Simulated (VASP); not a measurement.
# AgPt3 (Pm-3m) in VASP: vibrations by perturbation theory with LDA

Aim: the vibrations by perturbation theory of AgPt3 with LDA.

All numbers are computed with VASP 6.6.1; they aren't measurements. Logs are shortened: lines on timing, memory, paths and dates and some standing lists are left out, and cuts for length are marked.

**1. The cell of the first run**

The structure is cubic, space group Pm-3m (No. 221). The conventional cell has a = 3.887 Å, b = 3.887 Å, c = 3.887 Å, α = 90.00°, β = 90.00°, γ = 90.00°. Within 3.6 Å of Ag (site symmetry m-3m) lie 12 Pt at 2.75 Å. Within 3.6 Å of Pt (site symmetry 4/mmm) lie 4 Ag at 2.75 Å and 8 Pt at 2.75 Å.

**2. Vibrations by perturbation theory, LDA (14.68 Å³/atom)**

The input, INCAR:

```
ALGO     = Normal         # electronic algorithm
EDIFF    = 1E-8           # SCF threshold, eV
ENCUT    = 520            # plane-wave cutoff, eV
GGA      = CA             # functional
IBRION   = 8              # ionic algorithm
ISIF     = 2              # what is computed and relaxed
ISMEAR   = -1             # smearing method
LASPH    = True           # aspherical terms in the spheres
LCHARG   = False          # write CHGCAR
LREAL    = False          # projectors in reciprocal space
LWAVE    = False          # write WAVECAR
NELM     = 100            # most SCF steps
NSW      = 1              # ionic steps
PREC     = Accurate       # precision mode
SIGMA    = 0.15           # smearing width, eV
```

The input, KPOINTS:

```
k-points
0
Gamma
  12 12 12
```

The input, POSCAR:

```
AgPt3
1.0
    3.8869565307      0.0000000000      0.0000000000
    0.0000000000      3.8869565307      0.0000000000
    0.0000000000      0.0000000000      3.8869565307
Ag Pt
1 3
Direct
    0.0000000000      0.0000000000      0.0000000000
    0.0000000000      0.5000000000      0.5000000000
    0.5000000000      0.0000000000      0.5000000000
    0.5000000000      0.5000000000      0.0000000000
```

Potentials or basis: VASP PAW LDA potentials, release 64 (Ag, Pt).

On the command line:

```sh
cat potpaw_LDA.64/Ag/POTCAR potpaw_LDA.64/Pt/POTCAR > POTCAR
mpirun -np 1 vasp_std > vasp.out
```

OUTCAR:

```text
EDIFF = 1E-8
   ENCUT = 520
   GGA = CA
   IBRION = 8
   ISIF = 2
   ISMEAR = -1
   LASPH = True
   LREAL = False
   NELM = 100
   NSW = 1
   PREC = Accurate

 ion  position               nearest neighbor table
   1  0.000  0.000  0.000-   2 2.75   3 2.75   4 2.75   2 2.75   3 2.75   2 2.75   4 2.75   2 2.75
                             3 2.75   4 2.75   3 2.75   4 2.75
   2  0.000  0.500  0.500-   1 2.75   3 2.75   4 2.75   1 2.75   4 2.75   1 2.75   3 2.75   1 2.75
                             3 2.75   4 2.75   4 2.75   3 2.75
   3  0.500  0.000  0.500-   1 2.75   2 2.75   4 2.75   1 2.75   4 2.75   2 2.75   4 2.75   4 2.75
                             1 2.75   2 2.75   1 2.75   2 2.75
   4  0.500  0.500  0.000-   1 2.75   2 2.75   3 2.75   2 2.75   3 2.75   1 2.75   3 2.75   3 2.75
                             1 2.75   2 2.75   2 2.75   1 2.75

  LATTYP: Found a simple cubic cell.
 ALAT       =     3.8869565307

  Lattice vectors:

 A1 = (   3.8869565307,   0.0000000000,   0.0000000000)
 A2 = (   0.0000000000,   3.8869565307,   0.0000000000)
 A3 = (   0.0000000000,   0.0000000000,   3.8869565307)

Analysis of symmetry for initial positions (statically):
=====================================================================
 Subroutine PRICEL returns:
 Original cell was already a primitive cell.

 Routine SETGRP: Setting up the symmetry group for a
 simple cubic supercell.

 Subroutine GETGRP returns: Found 48 space group operations
 (whereof 48 operations were pure point group operations)
 out of a pool of 48 trial point group operations.

The static configuration has the point symmetry O_h .

Analysis of symmetry for dynamics (positions and initial velocities):
=====================================================================
 Subroutine PRICEL returns:
 Original cell was already a primitive cell.

[... 856 lines left out ...]
------------------------ aborting loop because EDIFF is reached ----------------------------------------

[... ionic steps 5 to 6 ...]

--------------------------------------- Ionic step        7  -------------------------------------------

------------------------ aborting loop because EDIFF is reached ----------------------------------------

--------------------------------------- Ionic step        8  -------------------------------------------

 Free energy of the ion-electron system (eV)
  ---------------------------------------------------
  ---------------------------------------------------
  free energy    TOTEN  =        -0.25603437 eV

  energy without entropy =       -0.25603437

------------------------ aborting loop because EDIFF is reached ----------------------------------------

 INTERNAL STRAIN TENSOR  FOR ION    2  DIRECTION 2   (eV/Angst):
 -----------------------------------------------------------------------------
     0.02250  0.00000  0.00000
     0.00000 -0.00030  0.00000
     0.00000  0.00000  0.01610

 INTERNAL STRAIN TENSOR FOR ION    4 for displacements in x,y,z  (eV/Angst):
          X           Y           Z          XY          YZ          ZX
  --------------------------------------------------------------------------------
  x     0.00000     0.00000     0.00000     0.00000     0.00000     0.00000
  y     0.00000     0.00000     0.00000     0.00000     0.00000     0.00000
  z     0.00000     0.00000     0.00000     0.00000     0.00000     0.00000

 SECOND DERIVATIVES (NOT SYMMETRIZED)
 ------------------------------------
               1X          1Y          1Z          2X          2Y          2Z          3X          3Y          3Z          4X          4Y          4Z
  1X   -12.806991   -0.000000    0.000000   -1.128615    0.000000    0.000000    6.967803    0.000000   -0.000000    6.967803   -0.000000   -0.000000
  1Y    -0.000000  -12.806991    0.000000    0.000000    6.967803   -0.000000    0.000000   -1.128615    0.000000   -0.000000    6.967803   -0.000000
  1Z    -0.000000   -0.000000  -12.806991   -0.000000   -0.000000    6.967803   -0.000000   -0.000000    6.967803    0.000000    0.000000   -1.128615
  2X    -1.124047   -0.000000    0.000000  -12.325312   -0.000000   -0.000000    6.724679    0.000000   -0.000000    6.724679   -0.000000    0.000000
  2Y     0.000000    6.969303    0.000000    0.000000  -13.027924    0.000000    0.000000    6.725658    0.000000    0.000000   -0.667037    0.000000
  2Z     0.000000    0.000000    6.969303    0.000000    0.000000  -13.027924    0.000000    0.000000   -0.667037    0.000000    0.000000    6.725658
  3X     6.969303    0.000000    0.000000    6.725658    0.000000    0.000000  -13.027924    0.000000    0.000000   -0.667037    0.000000    0.000000
  3Y    -0.000000   -1.124047    0.000000   -0.000000    6.724679   -0.000000   -0.000000  -12.325312   -0.000000   -0.000000    6.724679    0.000000
  3Z     0.000000    0.000000    6.969303    0.000000    0.000000   -0.667037    0.000000    0.000000  -13.027924    0.000000    0.000000    6.725658
  4X     6.969303    0.000000    0.000000    6.725658    0.000000    0.000000   -0.667037    0.000000    0.000000  -13.027924    0.000000    0.000000
  4Y     0.000000    6.969303    0.000000    0.000000   -0.667037    0.000000    0.000000    6.725658    0.000000    0.000000  -13.027924    0.000000
  4Z    -0.000000    0.000000   -1.124047    0.000000    0.000000    6.724679   -0.000000   -0.000000    6.724679    0.000000   -0.000000  -12.325312

 Eigenvectors and eigenvalues of the dynamical matrix
 ----------------------------------------------------

   1 f  =    6.590804 THz    41.411242 2PiTHz  219.845554 cm-1    27.257362 meV
             X         Y         Z           dx          dy          dz
      0.000000  0.000000  0.000000    -0.616414    0.334720    0.221721
      0.000000  1.943478  1.943478    -0.257132   -0.194291   -0.128699
      1.943478  0.000000  1.943478     0.357802    0.139626   -0.128699
      1.943478  1.943478  0.000000     0.357802   -0.194291    0.092489
[... 71 lines left out ...]
  12 f/i=    0.000687 THz     0.004314 2PiTHz    0.022904 cm-1     0.002840 meV
             X         Y         Z           dx          dy          dz
      0.000000  0.000000  0.000000     0.240493    0.310632    0.037319
      0.000000  1.943478  1.943478     0.323275    0.417612    0.050172
      1.943478  0.000000  1.943478     0.323318    0.417556    0.050172
      1.943478  1.943478  0.000000     0.323318    0.417612    0.050165

--------------------------------------------------------------------------------------------------------

 ELASTIC MODULI CONTR FROM IONIC RELAXATION (kBar)
 Direction    XX          YY          ZZ          XY          YZ          ZX
 --------------------------------------------------------------------------------
 XX           0.0000      0.0000      0.0000      0.0000      0.0000      0.0000
 YY           0.0000      0.0000      0.0000      0.0000      0.0000      0.0000
 ZZ           0.0000      0.0000      0.0000      0.0000      0.0000      0.0000
 XY           0.0000      0.0000      0.0000      0.0000      0.0000      0.0000
 YZ           0.0000      0.0000      0.0000      0.0000      0.0000      0.0000
 ZX           0.0000      0.0000      0.0000      0.0000      0.0000      0.0000
 --------------------------------------------------------------------------------
```

OSZICAR:

```text
N       E                     dE             d eps       ncg     rms          rms(c)
DAV:   1     0.270109112712E+03    0.27011E+03   -0.21232E+04  4048   0.165E+03
DAV:   2    -0.209429490612E+02   -0.29105E+03   -0.28540E+03  4824   0.364E+02
DAV:   3    -0.278312818123E+02   -0.68883E+01   -0.67977E+01  4304   0.588E+01
DAV:   4    -0.279072572099E+02   -0.75975E-01   -0.75769E-01  4456   0.573E+00
[... 57 lines left out ...]
RMM:   9    -0.256034986069E+00    0.39287E-05   -0.20692E-08 25517   0.374E-04    0.423E-05
RMM:  10    -0.256034687642E+00    0.29843E-06   -0.15981E-07 25519   0.801E-05    0.325E-05
RMM:  11    -0.256034426349E+00    0.26129E-06   -0.70117E-08 25213   0.402E-05    0.978E-06
RMM:  12    -0.256034368333E+00    0.58016E-07   -0.33447E-08 25745   0.263E-05    0.332E-06
RMM:  13    -0.256034368138E+00    0.19457E-09   -0.50019E-09 25554   0.822E-06    0.289E-06
 Linear response finished
```

stdout:

```text
POSCAR found type information on POSCAR AgPt
 POSCAR found :  2 types and       4 ions
 scaLAPACK will be used
 LDA part: xc-table for (Slater(with rela. corr.)+CA(PZ))
 , standard interpolation
 POSCAR, INCAR and KPOINTS ok, starting setup
 FFT: planning ... GRIDC
 FFT: planning ... GRID_SOFT
 FFT: planning ... GRID
[... 16 lines left out ...]

 Linear response reoptimize wavefunctions to high precision
 Linear response DOF=           3
 Linear response progress:
 first order change of Fermi-energy  -0.15037E-03
 force on displaced ion       1 direction 1 : -12.807  -0.000   0.000
 Linear response progress:
 first order change of Fermi-energy   0.57714E-03
 force on displaced ion       2 direction 1 : -12.325   0.000   0.000
 Linear response progress:
 first order change of Fermi-energy   0.82333E-04
 force on displaced ion       2 direction 2 :   0.000 -13.028   0.000
 Linear response finished
```

Run time: 37 min. Hardware: 1 thread of Oxide Virtual Turin-like, shared host; peak memory 0.95 GiB.

Results:

| Item | Value |
| --- | --- |
| Highest phonon frequency at Γ | 220 cm⁻¹ |

Phonon frequencies in cm⁻¹ (negative: imaginary):
```
              q point                                frequencies
(0.000, 0.000, 0.000)  0 0 0 131 131 131 142 142 142 220 220 220
```

Caveat: the cell stands under pressure or tension, which shifts response properties; spin-orbit coupling is left out, which moves the levels of the heavy elements.
